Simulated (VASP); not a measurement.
Si3N4: single point with PBEsol

The system is Si3N4.

```
Si N
1.0
     4.10436    0.00000    0.00000
     0.00000    4.10436    0.00000
     0.00000    0.00000    4.10436
Si N
3 4
Cartesian
  0.0000 0.0000 2.0522
  2.0522 0.0000 0.0000
  0.0000 2.0522 0.0000
  0.9866 0.9866 3.1177
  3.1177 3.1177 3.1177
  0.9866 3.1177 0.9866
  3.1177 0.9866 0.9866
```

```yaml
Program: VASP 6.6.1
Task: single point
Functional: PBEsol
Potentials_or_basis: VASP PAW PBE potentials, release 64 (Si, N)
Cutoff: 520 eV
k_mesh: 6 × 6 × 6
Occupations: fermi-dirac, width 0.05 eV
Spin: no spin polarisation
Dipole_correction: no
Further_INCAR_settings: ALGO = Normal; EDIFF = 1e-06; NBANDS = 25
```

```json
{"Pressure": "0.3 GPa", "Largest force": "0.003 eV/Å", "Band gap on the k mesh": "2.59 eV, indirect (least direct gap 2.80 eV)"}
```

Forces in eV/Å, atoms in the order of the input:
```
Si   0.000  0.000  0.000
Si   0.000  0.000  0.000
Si   0.000  0.000  0.000
N   -0.002 -0.002  0.002
N    0.002  0.002  0.002
N   -0.002  0.002 -0.002
N    0.002 -0.002 -0.002
```

Levels at points of the mesh, in eV from the valence-band top:
```csv
k point,band 12,band 13,band 14,band 15,band 16,band 17,band 18,band 19,band 20,band 21
"(0.00, 0.00, 0.00)",-3.35,-3.35,-0.21,-0.21,-0.21,2.59,2.59,2.59,4.36,6.79
"(0.50, 0.00, 0.00)",-3.37,-3.21,-2.40,-0.58,-0.58,4.85,5.68,5.68,5.81,8.54
"(0.50, 0.50, 0.00)",-3.17,-2.48,-1.89,-0.26,-0.26,6.30,6.30,7.88,7.91,8.45
"(0.50, 0.50, 0.50)",-2.75,-2.75,0.00,0.00,0.00,5.86,5.86,5.86,8.44,8.44
```

Wall time 29 s on 1 thread of Intel Xeon 8259CL, with other jobs on the host, peak memory 0.18 GiB.

Caveat: the PAW data sets were made with another functional, which shifts forces and pressure a little. As with any semilocal functional, this PBEsol gap is likely too small.
